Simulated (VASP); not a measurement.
# BeRh2 (I4_1/amd) in VASP: further runs

The runs below take BeRh2 through single point, with PBE.

Program: VASP 6.6.1. These are calculated values, not measurements. Logs are shortened: lines on timing, memory, paths and dates and some standing lists are left out, and cuts for length are marked.

## 1. The cell of the first run

The structure is tetragonal, space group I4_1/amd (No. 141). Conventional cell: a = 3.809 Å, b = 3.809 Å, c = 9.575 Å, α = 90.00°, β = 90.00°, γ = 90.00°. Within 2.6 Å of Be (site symmetry -4m2) lie 6 Rh at 1.95 to 1.98 Å. Rh (site symmetry 2mm) has 3 Be at 1.95 to 1.98 Å and 2 Rh at 2.46 Å within 2.6 Å.

## 2. Single point, PBE

INCAR

```
SYSTEM = BeRh2
  ALGO = Normal
  EDIFF = 1E-6
  ENCUT = 520
  GGA = PE
  ISIF = 2
  ISMEAR = 0
  LASPH = .TRUE.
  LCHARG = .TRUE.
  LELF = .TRUE.
  LREAL = .FALSE.
  LVHAR = .TRUE.
  LWAVE = .FALSE.
  NBANDS = 41
  NELM = 60
  PREC = Accurate
  SIGMA = 0.1
```

KPOINTS

```
k-points
0
G
  6 6 6
  0 0 0
```

POSCAR

```
BeRh2
1.0
   -1.9046789837      1.9046789837      4.7876131706
    1.9046789837     -1.9046789837      4.7876131706
    1.9046789837      1.9046789837     -4.7876131706
Be Rh
2 4
Direct
    0.0000000000      0.0000000000      0.0000000000
    0.7500000000      0.2500000000      0.5000000000
    0.2066000000      0.2066000000      0.0000000000
    0.9566000000      0.4566000000      0.5000000000
    0.5434000000      0.0434000000      0.5000000000
    0.7934000000      0.7934000000      0.0000000000
```

Potentials or basis: VASP PAW PBE potentials, release 64 (Be, Rh_pv).

Command:

```sh
cat potpaw_PBE.64/Be/POTCAR potpaw_PBE.64/Rh_pv/POTCAR > POTCAR
mpirun -np 1 vasp_std > vasp.out
```

OUTCAR:

```text
SYSTEM = BeRh2
   EDIFF = 1E-6
   ENCUT = 520
   GGA = PE
   ISIF = 2
   ISMEAR = 0
   LASPH = .TRUE.
   LREAL = .FALSE.
   NELM = 60
   PREC = Accurate

 ion  position               nearest neighbor table
   1  0.000  0.000  0.000-   5 1.95   4 1.95   5 1.95   4 1.95   3 1.98   6 1.98
   2  0.750  0.250  0.500-   6 1.95   3 1.95   6 1.95   3 1.95   4 1.98   5 1.98
   3  0.207  0.207  0.000-   2 1.95   2 1.95   1 1.98   5 2.46   5 2.46   6 2.82   6 2.82   6 2.82
                             6 2.82   4 3.06   4 3.06   4 3.06   4 3.06
   4  0.957  0.457  0.500-   1 1.95   1 1.95   2 1.98   6 2.46   6 2.46   5 2.82   5 2.82   5 2.82
                             5 2.82   3 3.06   3 3.06   3 3.06   3 3.06
   5  0.543  0.043  0.500-   1 1.95   1 1.95   2 1.98   3 2.46   3 2.46   4 2.82   4 2.82   4 2.82
                             4 2.82   6 3.06   6 3.06   6 3.06   6 3.06
   6  0.793  0.793  0.000-   2 1.95   2 1.95   1 1.98   4 2.46   4 2.46   3 2.82   3 2.82   3 2.82
                             3 2.82   5 3.06   5 3.06   5 3.06   5 3.06

  LATTYP: Found a body centered tetragonal cell.
 ALAT       =     3.8093579674
 C/A-ratio  =     2.5136063408

  Lattice vectors:

 A1 = (  -1.9046789837,   1.9046789837,   4.7876131706)
 A2 = (   1.9046789837,  -1.9046789837,   4.7876131706)
 A3 = (   1.9046789837,   1.9046789837,  -4.7876131706)

Analysis of symmetry for initial positions (statically):
=====================================================================
 Subroutine PRICEL returns:
 Original cell was already a primitive cell.

 Routine SETGRP: Setting up the symmetry group for a
 body centered tetragonal supercell.

 Subroutine GETGRP returns: Found 16 space group operations
 (whereof  8 operations were pure point group operations)
 out of a pool of 16 trial point group operations.

The static configuration has the point symmetry D_2d.
 The point group associated with its full space group is D_4h.

Analysis of symmetry for dynamics (positions and initial velocities):
=====================================================================
 Subroutine PRICEL returns:
 Original cell was already a primitive cell.

 Routine SETGRP: Setting up the symmetry group for a
 body centered tetragonal supercell.

 Subroutine GETGRP returns: Found 16 space group operations
 (whereof  8 operations were pure point group operations)
 out of a pool of 16 trial point group operations.

The dynamic configuration has the point symmetry D_2d.
 The point group associated with its full space group is D_4h.

 Subroutine INISYM returns: Found 16 space group operations
 (whereof  8 operations are pure point group operations),
 and found     1 'primitive' translations

----------------------------------------------------------------------------------------

                                     Primitive cell

  volume of cell :      69.4741

  direct lattice vectors                    reciprocal lattice vectors
    -1.904678984  1.904678984  4.787613171     0.000000000  0.262511428  0.104436174
     1.904678984 -1.904678984  4.787613171     0.262511428  0.000000000  0.104436174
     1.904678984  1.904678984 -4.787613171     0.262511428  0.262511428  0.000000000

  length of vectors
     5.493345423  5.493345423  5.493345423     0.282522856  0.282522856  0.371247222

  position of ions in fractional coordinates (direct lattice)
     0.000000000  0.000000000  0.000000000
     0.750000000  0.250000000  0.500000000
     0.206600000  0.206600000  0.000000000
     0.956600000  0.456600000  0.500000000
     0.543400000  0.043400000  0.500000000
     0.793400000  0.793400000  0.000000000

  ion indices of the primitive-cell ions
   primitive index   ion index
                 1           1
                 2           2
                 3           3
                 4           4
                 5           5
                 6           6

----------------------------------------------------------------------------------------

 KPOINTS: k-points

Automatic generation of k-mesh.
 Grid dimensions read from file:
 generate k-points for:    6    6    6

 Generating k-lattice:

  Cartesian coordinates                     Fractional coordinates (reciprocal lattice)
     0.000000000  0.043751905  0.017406029     0.166666667  0.000000000  0.000000000
     0.043751905  0.000000000  0.017406029     0.000000000  0.166666667  0.000000000
     0.043751905  0.043751905  0.000000000     0.000000000  0.000000000  0.166666667

  Length of vectors
     0.047087143  0.047087143  0.061874537

  Shift w.r.t. Gamma in fractional coordinates (k-lattice)
     0.000000000  0.000000000  0.000000000

 Subroutine IBZKPT returns following result:
 ===========================================

 Found     30 irreducible k-points:

 Following reciprocal coordinates:
            Coordinates               Weight
  0.000000  0.000000  0.000000      1.000000
  0.166667  0.000000 -0.000000      8.000000
  0.333333  0.000000 -0.000000      8.000000
  0.500000  0.000000  0.000000      4.000000
  0.166667  0.166667 -0.000000      8.000000
  0.333333  0.166667  0.000000     16.000000
[... 16 lines left out ...]
 -0.333333 -0.333333  0.166667      8.000000
 -0.166667 -0.333333  0.166667      8.000000
 [... further k-points ...]
   k-points           NKPTS =     30   k-points in BZ     NKDIM =     30   number of bands    NBANDS=     41
   number of dos      NEDOS =    301   number of ions     NIONS =      6
   total plane-waves  NPLWV =  74088
   dimension x,y,z NGX =    42 NGY =   42 NGZ =   42
   dimension x,y,z NGXF=    84 NGYF=   84 NGZF=   84
   ions per type =               2   4
   NGX,Y,Z   is equivalent  to a cutoff of  12.71, 12.71, 12.71 a.u.
   NGXF,Y,Z  is equivalent  to a cutoff of  25.42, 25.42, 25.42 a.u.
 SYSTEM =  BeRh2
   PREC   = accura    normal or accurate (medium, high low for compatibility)
   ISTART =      0    job   : 0-new  1-cont  2-samecut
   ICHARG =      2    charge: 1-file 2-atom 10-const
   ISPIN  =      1    spin polarized calculation?
   LNONCOLLINEAR =      F non collinear calculations
   LSORBIT =      F    spin-orbit coupling
   LASPH  =      T    aspherical Exc in radial PAW
   ENCUT  =  520.0 eV  38.22 Ry    6.18 a.u.  10.21 10.21 10.21*2*pi/ulx,y,z
   NELM   =     60;   NELMIN=  2; NELMDL= -5     # of ELM steps
   EDIFF  = 0.1E-05   stopping-criterion for ELM
   LREAL  =      F    real-space projection
   EDIFFG = 0.1E-04   stopping-criterion for IOM
   NSW    =      0    number of steps for IOM
   IBRION =     -1    ionic relax: 0-MD 1-quasi-New 2-CG
   NFREE  =      0    steps in history (QN), initial steepest desc. (CG)
   ISIF   =      2    stress and relaxation
   ISYM   =      2    0-nonsym 1-usesym 2-fastsym
   POTIM  = 0.5000    time-step for ionic-motion
   TEBEG  =    0.0;   TEEND  =   0.0 temperature during run
   PSTRESS=    0.0 pullay stress
   NELECT =      64.0000    total number of electrons
   NUPDOWN=      -1.0000    fix difference up-down
   EMIN   =  10.00;   EMAX   =-10.00  energy-range for DOS
   EFERMI =   0.00;   METHOD = LEGACY
   ISMEAR =     0;   SIGMA  =   0.10  broadening in eV -4-tet -1-fermi 0-gaus
   EFERMI_NEDOS =   21; number of points for ismear=-14 and -15
   IALGO  =     38    algorithm
   IMIX   =      4    mixing-type and parameters
     AMIX     =   0.40;   BMIX     =  1.00
     AMIX_MAG =   1.60;   BMIX_MAG =  1.00
  volume/ion in A,a.u.               =      11.58        78.14
  Fermi-wavevector in a.u.,A,eV,Ry     =   1.592920  3.010182 34.523340  2.537394
  Thomas-Fermi vector in A             =   2.691230
   LORBIT       =      0    0 simple, 1 ext, 2 COOP (PROOUT), +10 PAW based schemes
   GGA     = PE    functional components
   LHFCALC =     F    Hartree Fock is set to
   AEXX    =    0.0000 exact exchange contribution
   IVDW    =     0    specifies the selected vdW correction
   LEPSILON=     F    determine dielectric tensor
   LRPA    =     F    only Hartree local field effects (RPA)
 non-spin polarized calculation
 Gauss-broadening in eV      SIGMA  =   0.10
  energy-cutoff  :      520.00
  volume of cell :       69.47
 maximum number of plane-waves:      1887
 NGX is ok and might be reduce to    42
   NGX = 21   NGY = 21   NGZ = 21

 number of electron      63.9999997 magnetization

 Free energy of the ion-electron system (eV)
  ---------------------------------------------------
  ext. energy  EPLUGINS =         0.00000000
  ---------------------------------------------------
  free energy    TOTEN  =       -29.95850337 eV

  energy without entropy =      -29.93293927  energy(sigma->0) =      -29.94572132

 E-fermi :  10.2266     XC(G=0): -13.0716

 val. band max:       10.2175156752   @ k =   0.1667   0.1667  -0.0000
 cond. band min:      10.2286812604   @ k =  -0.1667  -0.3333   0.1667
 fundamental gap:      0.0111655852
 Fermi energy:        10.2266043258

 k-point     1 :       0.0000    0.0000    0.0000
  band No.  band energies     occupation
      1     -36.6681      2.00000
      2     -36.6681      2.00000
      3     -36.2845      2.00000
      4     -36.1791      2.00000
      5     -36.1791      2.00000
      6     -36.1533      2.00000
[... 33 lines left out ...]
     40      19.3336      0.00000
     41      20.4769      0.00000

 k-point     2 :       0.1667    0.0000   -0.0000
  band No.  band energies     occupation
      1     -36.6663      2.00000
      2     -36.6549      2.00000
      3     -36.3549      2.00000
      4     -36.2056      2.00000
      5     -36.1683      2.00000
      6     -36.0522      2.00000
[... 33 lines left out ...]
     40      20.2355      0.00000
     41      20.8415      0.00000

 k-point     3 :       0.3333    0.0000   -0.0000
  band No.  band energies     occupation
      1     -36.6623      2.00000
      2     -36.6121      2.00000
      3     -36.4550      2.00000
      4     -36.2103      2.00000
      5     -36.1465      2.00000
      6     -35.9672      2.00000
[... 33 lines left out ...]
     40      20.2932      0.00000
     41      20.7141      0.00000

 k-point     4 :       0.5000    0.0000    0.0000
  band No.  band energies     occupation
      1     -36.6601      2.00000
      2     -36.5462      2.00000
      3     -36.5377      2.00000
      4     -36.2113      2.00000
      5     -36.1354      2.00000
      6     -35.9706      2.00000
[... 825 lines left out ...]
     40      19.9546      0.00000
     41      20.6608      0.00000

 k-point    23 :      -0.3333   -0.3333    0.1667
  band No.  band energies     occupation
      1     -36.6783      2.00000
      2     -36.6354      2.00000
      3     -36.3357      2.00000
      4     -36.3095      2.00000
      5     -36.0530      2.00000
      6     -36.0507      2.00000
[... 33 lines left out ...]
     40      20.1302      0.00000
     41      20.5395      0.00000

 k-point    24 :      -0.1667   -0.3333    0.1667
  band No.  band energies     occupation
      1     -36.6703      2.00000
      2     -36.6569      2.00000
      3     -36.3403      2.00000
      4     -36.2081      2.00000
      5     -36.1581      2.00000
      6     -36.0548      2.00000
[... 33 lines left out ...]
     40      20.0977      0.00000
     41      20.8530      0.00000

 [... further k-points ...]

------------------------ aborting loop because EDIFF is reached ----------------------------------------

  FORCE on cell =-STRESS in cart. coord.  units (eV):
  Direction    XX          YY          ZZ          XY          YZ          ZX
  --------------------------------------------------------------------------------------
  -------------------------------------------------------------------------------------
  Total       27.1862048     27.1862048     27.4434485      0.0000000      0.0000000      0.0000000
  in kB      626.9552496    626.9552496    632.8876790      0.0000000      0.0000000      0.0000000
  external PRESSURE =     628.9327261 kB  Pullay stress =       0.0000000 kB

 VOLUME and BASIS-vectors are now :
 -----------------------------------------------------------------------------
  energy-cutoff  :      520.00
  volume of cell :       69.47
      direct lattice vectors                 reciprocal lattice vectors
    -1.904678984  1.904678984  4.787613171     0.000000000  0.262511428  0.104436174
     1.904678984 -1.904678984  4.787613171     0.262511428  0.000000000  0.104436174
     1.904678984  1.904678984 -4.787613171     0.262511428  0.262511428  0.000000000

 POSITION                                       TOTAL-FORCE (eV/Angst)
 -----------------------------------------------------------------------------------
      0.00000      0.00000      0.00000         0.000000      0.000000      0.000000
      0.00000      1.90468      2.39381         0.000000      0.000000      0.000000
      0.00000      0.00000      1.97824         0.000000      0.000000      5.082694
      0.00000      1.90468      4.37205        -0.000000     -0.000000      5.082694
      0.00000      1.90468      0.41556         0.000000      0.000000     -5.082694
      0.00000      0.00000      7.59698        -0.000000     -0.000000     -5.082694
 -----------------------------------------------------------------------------------
    total drift:                               -0.000000     -0.000000      0.000000

  FREE ENERGIE OF THE ION-ELECTRON SYSTEM (eV)
  ---------------------------------------------------
  free  energy   TOTEN  =       -29.9585033678 eV

  energy  without entropy=      -29.9329392659  energy(sigma->0) =      -29.94572132
```

Wall time 68 s (1 thread of Intel Xeon 6975P-C (Granite Rapids), shared host); peak memory 0.26 GiB.

Results:

| Property | Result |
| --- | --- |
| Free energy | -29.9585 eV |
| Pressure | 62.9 GPa |
| Largest force | 5.083 eV/Å |
| Band gap on the k mesh | zero (bands 32 and 33 overlap by 0.34 eV) |

Forces on the atoms (eV/Å):
```
Be   0.000  0.000  0.000
Be   0.000  0.000  0.000
Rh   0.000  0.000  5.083
Rh   0.000  0.000  5.083
Rh   0.000  0.000 -5.083
Rh   0.000  0.000 -5.083
```

Stress tensor (GPa, compression positive):
```
62.70  0.00  0.00
 0.00 62.70  0.00
 0.00  0.00 63.29
```

Caveat: the cell stands under pressure; forces of over 1 eV/Å act on the atoms, so gaps and moduli don't describe the material at rest.

## 3. Single point, PBE

This run uses another cell than the first one, of 12.55 Å³/atom.

INCAR

```
ALGO = Normal
EDIFF = 1E-6
ENCUT = 520
GGA = PE
ISIF = 2
ISMEAR = 0
LASPH = T
LCHARG = F
LREAL = F
LWAVE = F
NBANDS = 41
NELM = 80
PREC = Accurate
SIGMA = 0.1
```

KPOINTS

```
k-points
0
Gamma
  6 6 6
```

POSCAR

```
BeRh2
1.0
   -2.2082825764      2.2082825764      3.8598351551
    2.2082825764     -2.2082825764      3.8598351551
    2.2082825764      2.2082825764     -3.8598351551
Be Rh
2 4
Direct
    0.0000000000      0.0000000000      0.0000000000
    0.7500000000      0.2500000000      0.5000000000
    0.2862211916      0.2862211916      0.0000000000
    1.0362211916      0.5362211916      0.5000000000
    0.4637788084     -0.0362211916      0.5000000000
    0.7137788084      0.7137788084      0.0000000000
```

Potentials or basis: VASP PAW PBE potentials, release 64 (Be, Rh_pv).

Command:

```sh
cat potpaw_PBE.64/Be/POTCAR potpaw_PBE.64/Rh_pv/POTCAR > POTCAR
mpirun -np 1 vasp_std > vasp.out
```

Wall time 44 s (1 thread of Intel Xeon 6975P-C (Granite Rapids), shared host); peak memory 0.26 GiB.

It converged, with:

```yaml
Free_energy: -36.3828 eV
Pressure: 0.1 GPa
Largest_force: 0.014 eV/Å
Band_gap_on_the_k_mesh: zero (bands 32 and 33 overlap by 0.40 eV)
```

Forces on the atoms (eV/Å):
```
Be   0.000  0.000  0.000
Be   0.000  0.000  0.000
Rh   0.000  0.000  0.014
Rh   0.000  0.000  0.014
Rh   0.000  0.000 -0.014
Rh   0.000  0.000 -0.014
```

Levels at points of the mesh, in eV from the Fermi level:
| k point | band 29 | band 30 | band 31 | band 32 | band 33 | band 34 | band 35 | band 36 |
| --- | --- | --- | --- | --- | --- | --- | --- | --- |
| (0.00, 0.00, 0.00) | -0.58 | -0.14 | -0.11 | -0.11 | 0.17 | 3.62 | 3.99 | 3.99 |
| (0.50, 0.00, 0.00) | -0.73 | -0.30 | -0.25 | -0.14 | -0.10 | 0.44 | 1.48 | 4.33 |
| (0.50, 0.50, 0.00) | -0.17 | -0.17 | 0.03 | 0.03 | 0.30 | 0.30 | 0.88 | 0.88 |
| (0.50, 0.50, 0.50) | -0.25 | -0.25 | -0.14 | -0.14 | 0.03 | 0.03 | 0.55 | 0.55 |
